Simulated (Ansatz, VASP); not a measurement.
# Two plane-wave programs on MnSb

File INCAR:

```
ALGO     = Normal         # electronic algorithm
EDIFF    = 1E-6           # SCF threshold, eV
ENCUT    = 520            # plane-wave cutoff, eV
GGA      = PE             # functional
ISIF     = 2              # what is computed and relaxed
ISMEAR   = -1             # smearing method
LASPH    = T              # aspherical terms in the spheres
LCHARG   = T              # write CHGCAR
LELF     = T              # ELF
LREAL    = F              # projectors in reciprocal space
LVHAR    = T            
LWAVE    = F              # write WAVECAR
NBANDS   = 26             # bands
NELM     = 60             # most SCF steps
PREC     = Accurate       # precision mode
SIGMA    = 0.05           # smearing width, eV
```

The input KPOINTS:

```
k-points
0
Gamma
  8 8 5
```

The input POSCAR:

```
MnSb
1.0
    4.1400020900      0.0000000000      0.0000000000
   -2.0700010500      3.5853469800      0.0000000000
    0.0000000000      0.0000000000      5.7900000000
Sb Mn
2 2
Direct
    0.3333333300      0.6666666700      0.2500000000
    0.6666666700      0.3333333300      0.7500000000
    0.0000000000      0.0000000000      0.0000000000
    0.0000000000      0.0000000000      0.5000000000
```

Input for Ansatz:

```yaml
crystal:
  lattice:
    - [4.14000209, 0.0, 0.0]
    - [-2.07000105, 3.58534698, 0.0]
    - [0.0, 0.0, 5.79]
  atoms:
    - { symbol: Sb, position: [0.33333333, 0.66666667, 0.25] }
    - { symbol: Sb, position: [0.66666667, 0.33333333, 0.75] }
    - { symbol: Mn, position: [0.0, 0.0, 0.0] }
    - { symbol: Mn, position: [0.0, 0.0, 0.5] }
hamiltonian:
  xc: pbe
  pseudopotentials: { kind: paw }
basis:
  ecutwfc: 420
kpoints:
  mp_grid: { grid: [8, 8, 5] }
scf:
  occupations: { method: fermi_dirac, width: 0.05 }
  lower_state_search: "off"
output:
  forces: true
  stress: true
```

Alike in both runs: task single point; functional PBE; k mesh 8 × 8 × 5; occupations fermi-dirac, width 0.05 eV; no spin polarisation.

|  | VASP | Ansatz |
| --- | --- | --- |
| version | VASP 6.6.1 | Ansatz 0.2.0 |
| potentials or method | VASP PAW PBE potentials, release 64 (Sb, Mn_pv), cutoff 520 eV | PAW, plane waves, scalar-relativistic |
| valence electrons in the cell | 36 | 60 |

|  | VASP | Ansatz | Ansatz less VASP |
| --- | --- | --- | --- |
| pressure (GPa) | -16.0 | -16.0 | +0.02 |
| traceless stress, the component that is largest in VASP (GPa) | -5.07 | -5.18 | -0.115 |

VASP's potentials hold 36 valence electrons a cell and Ansatz's 60, so a difference there can come from the potentials and not from the codes.

Spin-orbit coupling is off throughout.
